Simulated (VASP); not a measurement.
A run of VASP 6.6.1 is set up as follows.

The input INCAR:

```
SYSTEM = Cd4Te
PREC = Accurate ; ENCUT = 600
EDIFF = 1E-6 ; ISMEAR = 0
SIGMA = 0.1 ; LREAL = .FALSE.
LASPH = .TRUE. ; NELM = 60
ALGO = Fast ; ISIF = 3
LWAVE = .FALSE. ; LCHARG = .FALSE.
GGA = PE ; IBRION = 2
NSW = 100 ; EDIFFG = -0.01
```

KPOINTS

```
regular mesh
0
G
  6 6 6
  0 0 0
```

Contents of POSCAR:

```
Cd4Te
1.0
    5.8182983527      0.0000000000      0.0000000000
    0.0000000000      5.8182983527      0.0000000000
    0.0000000000      0.0000000000      5.8182983527
Cd Te
4 1
Direct
    0.0000000000      0.5000000000      0.5000000000
    0.5000000000      0.0000000000      0.5000000000
    0.5000000000      0.5000000000      0.0000000000
    0.0000000000      0.0000000000      0.0000000000
    0.5000000000      0.5000000000      0.5000000000
```

Potentials or basis: VASP PAW PBE potentials, release 64 (Cd, Te).

The run is started by

```console
$ cat potpaw_PBE.64/Cd/POTCAR potpaw_PBE.64/Te/POTCAR > POTCAR
$ mpirun -np 1 vasp_std > vasp.out
```

Q: Predict the band gap on the k mesh.

A: Zero (bands 27 and 28 overlap by 1.70 eV).

Final structure:
```
CELL_PARAMETERS angstrom
5.81830 0.00000 0.00000
0.00000 5.81830 0.00000
0.00000 0.00000 5.81830
ATOMIC_POSITIONS crystal
Cd 0.00000 0.50000 0.50000
Cd 0.50000 0.00000 0.50000
Cd 0.50000 0.50000 0.00000
Cd 0.00000 0.00000 0.00000
Te 0.50000 0.50000 0.50000
```

Caveat: the relaxation stopped at its first step, so nothing moved; spin-orbit coupling is left out, which moves the levels of the heavy elements.
